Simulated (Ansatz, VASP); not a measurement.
One calculation of InSb, two programs

```xyz
2
Lattice="-2.9089 2.9089 1.6178 2.9089 -2.9089 1.6178 2.9089 2.9089 -1.6178" Properties=species:S:1:pos:R:3 pbc="T T T"
In    2.9089    0.0000    0.8089
Sb    0.0000    0.0000    0.0000
```

Alike in both runs: task single point; functional PBE; k mesh 16 × 16 × 16; occupations gaussian, width 0.15 eV; no spin polarisation.

|  | VASP | Ansatz |
| --- | --- | --- |
| version | VASP 6.6.1 | Ansatz 0.2.0 |
| potentials or method | VASP PAW PBE potentials, release 64 (In_d, Sb), cutoff 520 eV | scalar-relativistic, plane waves, PAW |
| valence electrons in the cell | 18 | 28 |

```tsv
	VASP	Ansatz	Ansatz less VASP
gap on the k mesh at the Fermi level (eV)	none	none	-
pressure (GPa)	1.8	1.8	+0.05
traceless stress, the component that is largest in VASP (GPa)	-0.82	-0.81	+0.003
```

A gap of «none» marks a metal or a gap that the smearing closes. VASP's potentials hold 18 valence electrons a cell and Ansatz's 28, so a difference there can come from the potentials and not from the codes.

Spin-orbit coupling is off throughout.
